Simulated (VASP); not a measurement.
Set up this calculation in VASP 6.6.1, as the native input.

| Item | Value |
| --- | --- |
| Task | single point |
| Functional | PBEsol |
| Potentials or basis | VASP PAW PBE potentials, release 64 (Ge_d) |
| Cutoff | 520 eV |
| k mesh | 18 × 18 × 10 |
| Occupations | gaussian, width 0.15 eV |
| Spin | no spin polarisation |
| Dipole correction | no |
| Further INCAR settings | ALGO = Normal; EDIFF = 1e-06; NBANDS = 21 |

The structure of Ge lies in POSCAR:

```
Ge
1.0
    1.5029334543     -2.6206365061      0.0000000000
    1.5029334543      2.6206365061      0.0000000000
    0.0000000000      0.0000000000      4.7275957900
Ge
2
Direct
    0.6665533700      0.3334466300      0.2500000000
    0.3334466300      0.6665533700      0.7500000000
```

This isn't the form of Ge at room conditions, which is diamond.

This cell differs from its parent crystal: strain +0.0100 x Voigt [1, 1, 0, 0, 0, 0].

The input as run:

INCAR

```
ALGO     = Normal         # electronic algorithm
EDIFF    = 1E-6           # SCF threshold, eV
ENCUT    = 520            # plane-wave cutoff, eV
GGA      = PS             # functional
ISIF     = 2              # what is computed and relaxed
ISMEAR   = 0              # smearing method
LASPH    = True           # aspherical terms in the spheres
LCHARG   = True           # write CHGCAR
LELF     = True           # ELF
LREAL    = False          # projectors in reciprocal space
LVHAR    = True         
LWAVE    = False          # write WAVECAR
NBANDS   = 21             # bands
NELM     = 80             # most SCF steps
PREC     = Accurate       # precision mode
SIGMA    = 0.15           # smearing width, eV
```

KPOINTS

```
k-points
0
Gamma
  18 18 10
```

Potentials or basis: VASP PAW PBE potentials, release 64 (Ge_d).

Launch:

```bash
$ cat potpaw_PBE.64/Ge_d/POTCAR > POTCAR
$ mpirun -np 1 vasp_std > vasp.out
```

Results of the run:

```json
{"Pressure": "-1.0 GPa", "Largest force": "0.004 eV/Å", "Band gap on the k mesh": "zero (bands 14 and 15 overlap by 9.45 eV)"}
```

Caveat: the cell differs from its parent crystal (strain +0.0100 x Voigt [1, 1, 0, 0, 0, 0]); the PAW data sets were made with another functional, which shifts forces and pressure a little.

Run time: 88 s on 1 thread of Intel(R) Xeon(R) 6975P-C (Granite Rapids), with other jobs on the host, peak memory 0.41 GiB.
